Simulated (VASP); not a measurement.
# TaN (P6_3/mmc) in VASP: a series of runs, part 2 of 2

VASP 6.6.1. The steps go on from the part before.

## Step 3: Single point, PBE

INCAR

```
  ALGO = Normal
  EDIFF = 1E-6
  ENCUT = 520
  GGA = PE
  ISIF = 2
  ISMEAR = 0
  LASPH = True
  LCHARG = False
  LREAL = False
  LWAVE = False
  NBANDS = 24
  NELM = 60
  PREC = Accurate
  SIGMA = 0.012
```

KPOINTS

```
k-points
0
Gamma
  10 10 5
```

POSCAR

```
TaN
1.0
    2.9217699809      0.0000000000      0.0000000000
   -1.4608849905      2.5303270275      0.0000000000
    0.0000000000      0.0000000000      5.9165150000
Ta N
2 2
Direct
    0.0000000000      0.0000000000      0.5000000000
    0.0000000000      0.0000000000      0.0000000000
    0.3333333333      0.6666666667      0.2500000000
    0.6666666667      0.3333333333      0.7500000000
```

Potentials or basis: VASP PAW PBE potentials, release 64 (Ta_pv, N).

On the command line:

```
$ cat potpaw_PBE.64/Ta_pv/POTCAR potpaw_PBE.64/N/POTCAR > POTCAR
$ mpirun -np 1 vasp_std > vasp.out
```

OUTCAR:

```text
EDIFF = 1E-6
   ENCUT = 520
   GGA = PE
   ISIF = 2
   ISMEAR = 0
   LASPH = True
   LREAL = False
   NELM = 60
   PREC = Accurate

 ion  position               nearest neighbor table
   1  0.000  0.000  0.500-   3 2.24   4 2.24   4 2.24   3 2.24   4 2.24   3 2.24   2 2.96   2 2.96

   2  0.000  0.000  0.000-   3 2.24   4 2.24   4 2.24   3 2.24   4 2.24   3 2.24   1 2.96   1 2.96

   3  0.333  0.667  0.250-   1 2.24   2 2.24   1 2.24   2 2.24   1 2.24   2 2.24
[... 851 lines left out ...]

  FORCE on cell =-STRESS in cart. coord.  units (eV):
  Direction    XX          YY          ZZ          XY          YZ          ZX
  --------------------------------------------------------------------------------------
  -------------------------------------------------------------------------------------
  Total       -0.1270384     -0.1270384     -0.0613179      0.0000000      0.0000000      0.0000000
  in kB       -4.6532564     -4.6532564     -2.2459983      0.0000000      0.0000000      0.0000000
  external PRESSURE =      -3.8508370 kB  Pullay stress =       0.0000000 kB

 VOLUME and BASIS-vectors are now :
 -----------------------------------------------------------------------------
  energy-cutoff  :      520.00
  volume of cell :       43.74
      direct lattice vectors                 reciprocal lattice vectors
     2.921769981  0.000000000  0.000000000     0.342258291  0.197602916  0.000000000
    -1.460884991  2.530327027  0.000000000     0.000000000  0.395205833  0.000000000
     0.000000000  0.000000000  5.916515000     0.000000000  0.000000000  0.169018417

 POSITION                                       TOTAL-FORCE (eV/Angst)
 -----------------------------------------------------------------------------------
      0.00000      0.00000      2.95826         0.000000     -0.000000     -0.000000
      0.00000      0.00000      0.00000         0.000000     -0.000000     -0.000000
     -0.00000      1.68688      1.47913        -0.000000     -0.000000      0.000000
      1.46088      0.84344      4.43739         0.000000      0.000000      0.000000
 -----------------------------------------------------------------------------------
    total drift:                               -0.000000      0.000000      0.000000

  FREE ENERGIE OF THE ION-ELECTRON SYSTEM (eV)
  ---------------------------------------------------
  free  energy   TOTEN  =       -44.0234601813 eV

  energy  without entropy=      -44.0233295575  energy(sigma->0) =      -44.02339487
```

OSZICAR:

```text
N       E                     dE             d eps       ncg     rms          rms(c)
DAV:   1     0.265889958604E+03    0.26589E+03   -0.17222E+04  2016   0.140E+03
DAV:   2    -0.362312758908E+02   -0.30212E+03   -0.28805E+03  2488   0.407E+02
DAV:   3    -0.491870255014E+02   -0.12956E+02   -0.12767E+02  2576   0.814E+01
DAV:   4    -0.493428057577E+02   -0.15578E+00   -0.15548E+00  2288   0.930E+00
DAV:   5    -0.493448735109E+02   -0.20678E-02   -0.20672E-02  2648   0.879E-01    0.317E+01
DAV:   6    -0.442913029964E+02    0.50536E+01   -0.19734E+01  2488   0.306E+01    0.136E+01
DAV:   7    -0.440807148994E+02    0.21059E+00   -0.13997E+00  2400   0.808E+00    0.873E+00
DAV:   8    -0.440313325635E+02    0.49382E-01   -0.25135E-01  2480   0.382E+00    0.140E+00
DAV:   9    -0.440236339078E+02    0.76987E-02   -0.22645E-02  2512   0.932E-01    0.212E-01
DAV:  10    -0.440235248156E+02    0.10909E-03   -0.14802E-03  2536   0.355E-01    0.112E-01
DAV:  11    -0.440234590442E+02    0.65771E-04   -0.21073E-04  2440   0.101E-01    0.953E-03
DAV:  12    -0.440234604121E+02   -0.13679E-05   -0.10693E-05  2352   0.244E-02    0.360E-03
DAV:  13    -0.440234601813E+02    0.23081E-06   -0.34721E-07  1336   0.448E-03
   1 F= -.44023460E+02 E0= -.44023395E+02  d E =-.130624E-03
```

Wall time 36 s (1 thread of Intel Xeon Platinum 8259CL at 2.50GHz (Skylake/Cascade Lake), shared host); peak memory 0.19 GiB.

Results:

| Property | Result |
| --- | --- |
| Free energy | -44.0235 eV |
| Pressure | -0.4 GPa |
| Band gap on the k mesh | zero (band 16 reaches 8.71 eV, above the bottom of band 17 at 7.89 eV) |

Levels at points of the mesh, in eV from the Fermi level:
```csv
k point,band 14,band 15,band 16,band 17,band 18,band 19
"(0.00, 0.00, 0.00)",-1.96,-1.96,-0.20,-0.20,0.58,0.58
"(0.50, 0.00, 0.00)",-3.66,-2.78,-2.09,2.86,3.96,4.82
```

Caveat: spin-orbit coupling is left out, which moves the levels of the heavy elements.

## Step 4: Single point, LDA

INCAR

```
SYSTEM = TaN
PREC     = Accurate       ! precision mode
ENCUT    = 520            ! plane-wave cutoff, eV
EDIFF    = 1E-6           ! SCF threshold, eV
ISMEAR   = -1             ! smearing method
SIGMA    = 0.05           ! smearing width, eV
LREAL    = .False.        ! projectors in reciprocal space
LASPH    = .True.         ! aspherical terms in the spheres
NELM     = 60             ! most SCF steps
ALGO     = Normal         ! electronic algorithm
ISIF     = 2              ! what is computed and relaxed
LWAVE    = .False.        ! write WAVECAR
LCHARG   = .False.        ! write CHGCAR
NBANDS   = 24             ! bands
```

KPOINTS

```
Automatic mesh
0
Gamma
  6 6 3
  0 0 0
```

POSCAR is that of step 3.

Potentials or basis: VASP PAW LDA potentials, release 64 (Ta_pv, N).

On the command line:

```
$ cat potpaw_LDA.64/Ta_pv/POTCAR potpaw_LDA.64/N/POTCAR > POTCAR
$ mpirun -np 1 vasp_std > vasp.out
```

It took 18 s on 1 thread of Intel Xeon 8259CL, shared host; peak memory 0.15 GiB.

Results (log left out):

* Free energy: -48.6057 eV
* Pressure: -15.7 GPa
* Band gap on the k mesh: zero (band 16 reaches 8.62 eV, above the bottom of band 17 at 7.43 eV)

Stress tensor (GPa, compression positive):
```
-14.19   0.00   0.00
  0.00 -14.19   0.00
  0.00   0.00 -18.84
```

Levels at points of the mesh, in eV from the Fermi level:
| k point | band 13 | band 14 | band 15 | band 16 | band 17 | band 18 | band 19 | band 20 |
| --- | --- | --- | --- | --- | --- | --- | --- | --- |
| (0.00, 0.00, 0.00) | -3.21 | -1.69 | -1.69 | -0.05 | -0.05 | 0.74 | 0.74 | 2.56 |
| (0.50, 0.00, 0.00) | -3.84 | -3.48 | -2.50 | -1.91 | 2.99 | 4.19 | 4.99 | 5.37 |

Caveat: the k points lie up to 0.41 Å⁻¹ apart; spin-orbit coupling is left out, which moves the levels of the heavy elements.

## Step 5: The runs side by side

| level | potentials or basis | k mesh | smearing | gap on the mesh (eV) | pressure (GPa) |
| --- | --- | --- | --- | --- | --- |
| PBE | VASP PAW PBE potentials, release 64 (Ta_pv, N) | 10 × 10 × 5 | gaussian 0.015 eV | none | -0.4 |
| PBE | VASP PAW PBE potentials, release 64 (Ta_pv, N) | 10 × 10 × 5 | gaussian 0.012 eV | none | -0.4 |
| LDA | VASP PAW LDA potentials, release 64 (Ta_pv, N) | 6 × 6 × 3 | fermi-dirac 0.05 eV | none | -15.7 |

Alike in all rows: task single point; no spin polarisation; cell as given; cutoff (eV) 520.

Caveats: some runs use coarse meshes; spin-orbit coupling is left out, which moves the levels of the heavy elements.

Absolute energies hang on the potentials; compare differences alone.
